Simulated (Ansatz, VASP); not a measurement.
**Nb: VASP beside Ansatz**

```
Nb
1.0
    -1.67861    1.67861    1.67861
     1.67861   -1.67861    1.67861
     1.67861    1.67861   -1.67861
Nb
1
Direct
  0.00000 0.00000 0.00000
```

Alike in both runs: task single point; functional revPBE; dispersion D4; k mesh 12 × 12 × 12; occupations fermi-dirac, width 0.2 eV; no spin polarisation.

|  | VASP | Ansatz |
| --- | --- | --- |
| version | VASP 6.6.1 | Ansatz 0.2.0 |
| potentials or method | VASP PAW PBE potentials, release 64 (Nb_sv) | plane waves, norm-conserving potentials |
| plane-wave cutoff (eV) | 520 | 1116 |
| valence electrons in the cell | 13 | 13 |

|  | VASP | Ansatz | Ansatz less VASP |
| --- | --- | --- | --- |
| pressure (GPa) | -8.3 | -8.0 | +0.28 |

VASP's potentials were made for PBE, not for revPBE.
